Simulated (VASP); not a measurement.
# Mg (P6_3/mmc) in VASP: further runs

The runs below take Mg through single point, with PBE.

Everything below comes from runs of VASP 6.6.1. Logs are shortened: lines on timing, memory, paths and dates and some standing lists are left out, and cuts for length are marked.

### Step 1. The cell of the first run

Symmetry: P6_3/mmc, No. 194, hexagonal system. The conventional cell has a = 3.209 Å, b = 3.209 Å, c = 5.054 Å, α = 90.00°, β = 90.00°, γ = 120.00°. Within 4.1 Å of Mg (site symmetry -6m2) lie 12 Mg at 3.13 to 3.21 Å.

### Step 2. Single point, PBE (zz strain of -3 %)

Contents of INCAR:

```
PREC = Accurate
ENCUT = 520
EDIFF = 1E-6
ISMEAR = -1
SIGMA = 0.08
LREAL = False
LASPH = True
NELM = 60
ALGO = Normal
ISIF = 2
LWAVE = False
LCHARG = False
GGA = PE
NBANDS = 9
```

Contents of KPOINTS:

```
Automatic mesh
0
Gamma
  12 12 7
```

Contents of POSCAR:

```
Mg
1.0
    3.2092715325      0.0000000000      0.0000000000
   -1.6046357662      2.7793106748      0.0000000000
    0.0000000000      0.0000000000      5.0540201000
Mg
2
Direct
    0.3333333333      0.6666666667      0.2500000000
    0.6666666667      0.3333333333      0.7500000000
```

Potentials or basis: VASP PAW PBE potentials, release 64 (Mg).

Run with:

```bash
$ cat potpaw_PBE.64/Mg/POTCAR > POTCAR
$ mpirun -np 1 vasp_std > vasp.out
```

OUTCAR:

```text
PREC = Accurate
   ENCUT = 520
   EDIFF = 1E-6
   ISMEAR = -1
   LREAL = False
   LASPH = True
   NELM = 60
   ISIF = 2
   GGA = PE

 ion  position               nearest neighbor table
   1  0.333  0.667  0.250-   2 3.13   2 3.13   2 3.13   2 3.13   2 3.13   2 3.13
   2  0.667  0.333  0.750-   1 3.13   1 3.13   1 3.13   1 3.13   1 3.13   1 3.13

  LATTYP: Found a hexagonal cell.
 ALAT       =     3.2092715325
 C/A-ratio  =     1.5748184748

  Lattice vectors:

 A1 = (   3.2092715325,   0.0000000000,   0.0000000000)
 A2 = (  -1.6046357662,   2.7793106748,   0.0000000000)
 A3 = (   0.0000000000,   0.0000000000,   5.0540201000)

Analysis of symmetry for initial positions (statically):
=====================================================================
 Subroutine PRICEL returns:
 Original cell was already a primitive cell.

 Routine SETGRP: Setting up the symmetry group for a
 hexagonal supercell.

 Subroutine GETGRP returns: Found 24 space group operations
 (whereof 12 operations were pure point group operations)
 out of a pool of 24 trial point group operations.

The static configuration has the point symmetry D_3d.
 The point group associated with its full space group is D_6h.

Analysis of symmetry for dynamics (positions and initial velocities):
=====================================================================
 Subroutine PRICEL returns:
 Original cell was already a primitive cell.

 Routine SETGRP: Setting up the symmetry group for a
 hexagonal supercell.

 Subroutine GETGRP returns: Found 24 space group operations
 (whereof 12 operations were pure point group operations)
 out of a pool of 24 trial point group operations.

The dynamic configuration has the point symmetry D_3d.
 The point group associated with its full space group is D_6h.

 Subroutine INISYM returns: Found 24 space group operations
 (whereof 12 operations are pure point group operations),
 and found     1 'primitive' translations

----------------------------------------------------------------------------------------

                                     Primitive cell

  volume of cell :      45.0796

  direct lattice vectors                    reciprocal lattice vectors
     3.209271532  0.000000000  0.000000000     0.311597193  0.179900723  0.000000000
    -1.604635766  2.779310675  0.000000000     0.000000000  0.359801446  0.000000000
     0.000000000  0.000000000  5.054020100     0.000000000  0.000000000  0.197862292

  length of vectors
     3.209271532  3.209271532  5.054020100     0.359801446  0.359801446  0.197862292

  position of ions in fractional coordinates (direct lattice)
     0.333333333  0.666666667  0.250000000
     0.666666667  0.333333333  0.750000000

  ion indices of the primitive-cell ions
   primitive index   ion index
                 1           1
                 2           2

----------------------------------------------------------------------------------------

 KPOINTS: Automatic mesh

Automatic generation of k-mesh.
 Grid dimensions read from file:
 generate k-points for:   12   12    7

 Generating k-lattice:

  Cartesian coordinates                     Fractional coordinates (reciprocal lattice)
     0.025966433  0.014991727  0.000000000     0.083333333  0.000000000  0.000000000
     0.000000000  0.029983454  0.000000000     0.000000000  0.083333333  0.000000000
     0.000000000  0.000000000  0.028266042     0.000000000  0.000000000  0.142857143

  Length of vectors
     0.029983454  0.029983454  0.028266042

  Shift w.r.t. Gamma in fractional coordinates (k-lattice)
     0.000000000  0.000000000  0.000000000

 Subroutine IBZKPT returns following result:
 ===========================================

 Found     76 irreducible k-points:

 Following reciprocal coordinates:
            Coordinates               Weight
  0.000000  0.000000  0.000000      1.000000
  0.083333  0.000000  0.000000      6.000000
  0.166667  0.000000  0.000000      6.000000
  0.250000 -0.000000  0.000000      6.000000
  0.333333  0.000000  0.000000      6.000000
  0.416667  0.000000  0.000000      6.000000
[... 16 lines left out ...]
  0.250000 -0.000000  0.142857     12.000000
  0.333333  0.000000  0.142857     12.000000
 [... further k-points ...]
   k-points           NKPTS =     76   k-points in BZ     NKDIM =     76   number of bands    NBANDS=      9
   number of dos      NEDOS =    301   number of ions     NIONS =      2
   total plane-waves  NPLWV =  23040
   dimension x,y,z NGX =    24 NGY =   24 NGZ =   40
   dimension x,y,z NGXF=    48 NGYF=   48 NGZF=   80
   ions per type =               2
   NGX,Y,Z   is equivalent  to a cutoff of  12.43, 12.43, 13.16 a.u.
   NGXF,Y,Z  is equivalent  to a cutoff of  24.86, 24.86, 26.32 a.u.
 SYSTEM =  unknown system
   PREC   = accura    normal or accurate (medium, high low for compatibility)
   ISTART =      0    job   : 0-new  1-cont  2-samecut
   ICHARG =      2    charge: 1-file 2-atom 10-const
   ISPIN  =      1    spin polarized calculation?
   LNONCOLLINEAR =      F non collinear calculations
   LSORBIT =      F    spin-orbit coupling
   LASPH  =      T    aspherical Exc in radial PAW
   ENCUT  =  520.0 eV  38.22 Ry    6.18 a.u.   5.97  5.97  9.40*2*pi/ulx,y,z
   NELM   =     60;   NELMIN=  2; NELMDL= -5     # of ELM steps
   EDIFF  = 0.1E-05   stopping-criterion for ELM
   LREAL  =      F    real-space projection
   EDIFFG = 0.1E-04   stopping-criterion for IOM
   NSW    =      0    number of steps for IOM
   IBRION =     -1    ionic relax: 0-MD 1-quasi-New 2-CG
   NFREE  =      0    steps in history (QN), initial steepest desc. (CG)
   ISIF   =      2    stress and relaxation
   ISYM   =      2    0-nonsym 1-usesym 2-fastsym
   POTIM  = 0.5000    time-step for ionic-motion
   TEBEG  =    0.0;   TEEND  =   0.0 temperature during run
   PSTRESS=    0.0 pullay stress
   NELECT =       4.0000    total number of electrons
   NUPDOWN=      -1.0000    fix difference up-down
   EMIN   =  10.00;   EMAX   =-10.00  energy-range for DOS
   EFERMI =   0.00;   METHOD = LEGACY
   ISMEAR =    -1;   SIGMA  =   0.08  broadening in eV -4-tet -1-fermi 0-gaus
   EFERMI_NEDOS =   21; number of points for ismear=-14 and -15
   IALGO  =     38    algorithm
   IMIX   =      4    mixing-type and parameters
     AMIX     =   0.40;   BMIX     =  1.00
     AMIX_MAG =   1.60;   BMIX_MAG =  1.00
  volume/ion in A,a.u.               =      22.54       152.11
  Fermi-wavevector in a.u.,A,eV,Ry     =   0.730188  1.379855  7.254278  0.533174
  Thomas-Fermi vector in A             =   1.822096
   LORBIT       =      0    0 simple, 1 ext, 2 COOP (PROOUT), +10 PAW based schemes
   GGA     = PE    functional components
   LHFCALC =     F    Hartree Fock is set to
   AEXX    =    0.0000 exact exchange contribution
   IVDW    =     0    specifies the selected vdW correction
   LEPSILON=     F    determine dielectric tensor
   LRPA    =     F    only Hartree local field effects (RPA)
 non-spin polarized calculation
  energy-cutoff  :      520.00
  volume of cell :       45.08
 maximum number of plane-waves:      1231
 NGX is ok and might be reduce to    24
   NGX = 11   NGY = 11   NGZ = 19

 number of electron       4.0000000 magnetization

 Free energy of the ion-electron system (eV)
  ---------------------------------------------------
  ext. energy  EPLUGINS =         0.00000000
  ---------------------------------------------------
  free energy    TOTEN  =        -3.02008017 eV

  energy without entropy =       -3.00408216  energy(sigma->0) =       -3.01208116

 E-fermi :   2.6793     XC(G=0):  -8.5474

 val. band max:        2.6693346673   @ k =   0.1667   0.0833   0.0000
 cond. band min:       2.7684827222   @ k =   0.3333   0.3333   0.4286
 fundamental gap:      0.0991480549
 Fermi energy:         2.6793068066

 k-point     1 :       0.0000    0.0000    0.0000
  band No.  band energies     occupation
      1      -4.2814      2.00000
      2       1.1808      2.00000
      3       1.7761      1.99998
      4      13.4522      0.00000
      5      13.4522      0.00000
      6      13.5295      0.00000
      7      13.5295      0.00000
      8      14.7512      0.00000
      9      15.9955      0.00000

 k-point     2 :       0.0833    0.0000    0.0000
  band No.  band energies     occupation
      1      -4.1458      2.00000
      2       1.3041      2.00000
      3       1.9070      1.99987
      4      11.1973      0.00000
      5      12.2397      0.00000
      6      13.1087      0.00000
      7      14.9402      0.00000
      8      15.8428      0.00000
      9      16.0038      0.00000

 k-point     3 :       0.1667    0.0000    0.0000
  band No.  band energies     occupation
      1      -3.7401      2.00000
      2       1.6742      1.99999
      3       2.2937      1.98400
      4       8.6954      0.00000
      5      11.2153      0.00000
      6      11.9178      0.00000
      7      13.5668      0.00000
      8      14.7531      0.00000
      9      15.9751      0.00000

 k-point     4 :       0.2500   -0.0000    0.0000
  band No.  band energies     occupation
      1      -3.0679      2.00000
      2       2.2916      1.98441
      3       2.9063      0.11073
      4       6.3913      0.00000
      5      10.4201      0.00000
      6      10.6897      0.00000
      7      11.2456      0.00000
      8      13.0760      0.00000
      9      15.0496      0.00000
[... 205 lines left out ...]
 k-point    22 :       0.1667    0.0000    0.1429
  band No.  band energies     occupation
      1      -3.6203      2.00000
      2       0.4683      2.00000
      3       3.7009      0.00001
      4       8.8016      0.00000
      5      11.3155      0.00000
      6      11.7777      0.00000
      7      12.9365      0.00000
      8      14.8102      0.00000
      9      15.1445      0.00000

 k-point    23 :       0.2500   -0.0000    0.1429
  band No.  band energies     occupation
      1      -2.9489      2.00000
      2       1.1047      2.00000
      3       4.2691      0.00000
      4       6.5240      0.00000
      5       9.9583      0.00000
      6      10.5207      0.00000
      7      11.5077      0.00000
      8      13.7392      0.00000
      9      14.0450      0.00000

 k-point    24 :       0.3333    0.0000    0.1429
  band No.  band energies     occupation
      1      -2.0171      2.00000
      2       1.9706      1.99972
      3       4.0999      0.00000
      4       5.4475      0.00000
      5       8.0086      0.00000
      6       9.9540      0.00000
      7      10.3410      0.00000
      8      12.2563      0.00000
      9      13.4660      0.00000

 [... further k-points ...]

------------------------ aborting loop because EDIFF is reached ----------------------------------------

  FORCE on cell =-STRESS in cart. coord.  units (eV):
  Direction    XX          YY          ZZ          XY          YZ          ZX
  --------------------------------------------------------------------------------------
  -------------------------------------------------------------------------------------
  Total        0.0685467      0.0685467      0.3349306      0.0000000      0.0000000      0.0000000
  in kB        2.4362208      2.4362208     11.9037789      0.0000000      0.0000000      0.0000000
  external PRESSURE =       5.5920735 kB  Pullay stress =       0.0000000 kB

 VOLUME and BASIS-vectors are now :
 -----------------------------------------------------------------------------
  energy-cutoff  :      520.00
  volume of cell :       45.08
      direct lattice vectors                 reciprocal lattice vectors
     3.209271532  0.000000000  0.000000000     0.311597193  0.179900723  0.000000000
    -1.604635766  2.779310675  0.000000000     0.000000000  0.359801446  0.000000000
     0.000000000  0.000000000  5.054020100     0.000000000  0.000000000  0.197862292

 POSITION                                       TOTAL-FORCE (eV/Angst)
 -----------------------------------------------------------------------------------
     -0.00000      1.85287      1.26351         0.000000     -0.000000      0.000000
      1.60464      0.92644      3.79052        -0.000000      0.000000      0.000000
 -----------------------------------------------------------------------------------
    total drift:                               -0.000000      0.000000     -0.000000

  FREE ENERGIE OF THE ION-ELECTRON SYSTEM (eV)
  ---------------------------------------------------
  free  energy   TOTEN  =        -3.0200801651 eV

  energy  without entropy=       -3.0040821595  energy(sigma->0) =       -3.01208116
```

It took 11 s on 1 thread of Intel Xeon Platinum 8375C at 2.90GHz (Ice Lake), shared host; peak memory 0.17 GiB.

Results:

```yaml
Free_energy: -3.0201 eV
Pressure: 0.6 GPa
Band_gap_on_the_k_mesh: zero (bands 2 and 3 overlap by 1.87 eV)
```

Levels at points of the mesh, in eV from the Fermi level:
```tsv
k point	band 1	band 2	band 3	band 4	band 5	band 6
(0.00, 0.00, 0.00)	-6.96	-1.50	-0.90	10.77	10.77	10.85
(0.50, 0.00, 0.00)	-2.21	-2.20	2.79	3.15	3.60	3.91
```

Caveat: the cell differs from its parent crystal (zz strain of -3 %).

### Step 3. Single point, PBE (zz strain of -1 %)

Contents of INCAR:

```
ALGO     = Normal         # electronic algorithm
EDIFF    = 1E-7           # SCF threshold, eV
ENCUT    = 520            # plane-wave cutoff, eV
GGA      = PE             # functional
ISIF     = 2              # what is computed and relaxed
ISMEAR   = -1             # smearing method
LASPH    = T              # aspherical terms in the spheres
LCHARG   = F              # write CHGCAR
LREAL    = F              # projectors in reciprocal space
LWAVE    = F              # write WAVECAR
NBANDS   = 9              # bands
NELM     = 100            # most SCF steps
PREC     = Accurate       # precision mode
SIGMA    = 0.08           # smearing width, eV
```

Contents of KPOINTS:

```
k-points
0
Gamma
  12 12 7
```

POSCAR, as its differences from that of step 2:

```diff
@@ -4,3 +4,3 @@
    -1.6046357662      2.7793106748      0.0000000000
-    0.0000000000      0.0000000000      5.0540201000
+    0.0000000000      0.0000000000      5.1582267000
 Mg
```

Potentials or basis: VASP PAW PBE potentials, release 64 (Mg).

Run with:

```bash
$ cat potpaw_PBE.64/Mg/POTCAR > POTCAR
$ mpirun -np 1 vasp_std > vasp.out
```

OUTCAR:

```text
EDIFF = 1E-7
   ENCUT = 520
   GGA = PE
   ISIF = 2
   ISMEAR = -1
   LASPH = T
   LREAL = F
   NELM = 100
   PREC = Accurate

 ion  position               nearest neighbor table
   1  0.333  0.667  0.250-   2 3.18   2 3.18   2 3.18   2 3.18   2 3.18   2 3.18
   2  0.667  0.333  0.750-   1 3.18   1 3.18   1 3.18   1 3.18   1 3.18   1 3.18

  LATTYP: Found a hexagonal cell.
 ALAT       =     3.2092715325
 C/A-ratio  =     1.6072889588

[... 475 lines left out ...]
      9      13.3381      0.00000

 [... further k-points ...]

------------------------ aborting loop because EDIFF is reached ----------------------------------------

  FORCE on cell =-STRESS in cart. coord.  units (eV):
  Direction    XX          YY          ZZ          XY          YZ          ZX
  --------------------------------------------------------------------------------------
  -------------------------------------------------------------------------------------
  Total       -0.0446312     -0.0446312     -0.1021541     -0.0000000      0.0000000      0.0000000
  in kB       -1.5541931     -1.5541931     -3.5573145     -0.0000000      0.0000000      0.0000000
  external PRESSURE =      -2.2219002 kB  Pullay stress =       0.0000000 kB

 VOLUME and BASIS-vectors are now :
 -----------------------------------------------------------------------------
  energy-cutoff  :      520.00
  volume of cell :       46.01
      direct lattice vectors                 reciprocal lattice vectors
     3.209271532  0.000000000  0.000000000     0.311597193  0.179900723  0.000000000
    -1.604635766  2.779310675  0.000000000     0.000000000  0.359801446  0.000000000
     0.000000000  0.000000000  5.158226700     0.000000000  0.000000000  0.193865074

 POSITION                                       TOTAL-FORCE (eV/Angst)
 -----------------------------------------------------------------------------------
     -0.00000      1.85287      1.28956        -0.000000      0.000000      0.000000
      1.60464      0.92644      3.86867         0.000000      0.000000      0.000000
 -----------------------------------------------------------------------------------
    total drift:                                0.000000     -0.000000      0.000000

  FREE ENERGIE OF THE ION-ELECTRON SYSTEM (eV)
  ---------------------------------------------------
  free  energy   TOTEN  =        -3.0224753923 eV

  energy  without entropy=       -3.0049783641  energy(sigma->0) =       -3.01372688
```

stdout:

```text
POSCAR found type information on POSCAR Mg
 POSCAR found :  1 types and       2 ions
 scaLAPACK will be used
 LDA part: xc-table for (Slater+PW92), standard interpolation
 POSCAR, INCAR and KPOINTS ok, starting setup
 FFT: planning ... GRIDC
 FFT: planning ... GRID_SOFT
 FFT: planning ... GRID
 WAVECAR not read
 entering main loop
```

It took 12 s on 1 thread of Intel Xeon Platinum 8375C at 2.90GHz (Ice Lake), shared host; peak memory 0.17 GiB.

What came out:

| Quantity | Value |
| --- | --- |
| Free energy | -3.0225 eV |
| Pressure | -0.2 GPa |
| Band gap on the k mesh | zero (bands 2 and 3 overlap by 2.12 eV) |

Caveat: the cell differs from its parent crystal (zz strain of -1 %).

### Step 4. Single point, PBE (zz strain of -2 %)

Contents of INCAR:

```
SYSTEM = Mg
PREC     = Accurate       ! precision mode
ENCUT    = 520            ! plane-wave cutoff, eV
EDIFF    = 1E-6           ! SCF threshold, eV
ISMEAR   = -1             ! smearing method
SIGMA    = 0.08           ! smearing width, eV
LREAL    = .FALSE.        ! projectors in reciprocal space
LASPH    = .TRUE.         ! aspherical terms in the spheres
NELM     = 60             ! most SCF steps
ALGO     = Normal         ! electronic algorithm
ISIF     = 2              ! what is computed and relaxed
LWAVE    = .FALSE.        ! write WAVECAR
LCHARG   = .FALSE.        ! write CHGCAR
GGA      = PE             ! functional
NBANDS   = 9              ! bands
```

Contents of KPOINTS:

```
regular mesh
0
G
  12 12 7
  0 0 0
```

POSCAR, as its differences from that of step 3:

```diff
@@ -4,3 +4,3 @@
    -1.6046357662      2.7793106748      0.0000000000
-    0.0000000000      0.0000000000      5.1582267000
+    0.0000000000      0.0000000000      5.1061234000
 Mg
```

Run with:

```bash
$ cat potpaw_PBE.64/Mg/POTCAR > POTCAR
$ mpirun -np 1 vasp_std > vasp.out
```

Wall time 11 s (1 thread of Intel Xeon Platinum 8375C at 2.90GHz (Ice Lake), shared host); peak memory 0.17 GiB.

The run converged. Its results:

| Item | Value |
| --- | --- |
| Free energy | -3.0224 eV |
| Pressure | 0.2 GPa |
| Band gap on the k mesh | zero (bands 2 and 3 overlap by 2.00 eV) |

Stress tensor (GPa, compression positive):
```
0.03 0.00 0.00
0.00 0.03 0.00
0.00 0.00 0.41
```

Levels at points of the mesh, in eV from the Fermi level:
| k point | band 1 | band 2 | band 3 | band 4 | band 5 | band 6 | band 7 |
| --- | --- | --- | --- | --- | --- | --- | --- |
| (0.00, 0.00, 0.00) | -6.92 | -1.54 | -1.00 | 10.82 | 10.82 | 10.91 | 10.91 |
| (0.50, 0.00, 0.00) | -2.16 | -2.15 | 2.75 | 3.12 | 3.50 | 3.85 | 6.77 |

Caveat: the cell differs from its parent crystal (zz strain of -2 %).

### Step 5. The runs side by side

```tsv
cell	gap on the mesh (eV)	pressure (GPa)
a = 3.209, b = 3.209, c = 5.054 Å, angles 90.0, 90.0, 120.0°, 2 atoms	none	0.6
a = 3.209, b = 3.209, c = 5.158 Å, angles 90.0, 90.0, 120.0°, 2 atoms	none	-0.2
a = 3.209, b = 3.209, c = 5.106 Å, angles 90.0, 90.0, 120.0°, 2 atoms	none	0.2
```

Alike in all rows: task single point; level PBE; potentials or basis VASP PAW PBE potentials, release 64 (Mg); no spin polarisation; k mesh 12 × 12 × 7; cutoff (eV) 520; smearing fermi-dirac 0.08 eV.

Absolute energies hang on the potentials; compare differences alone.
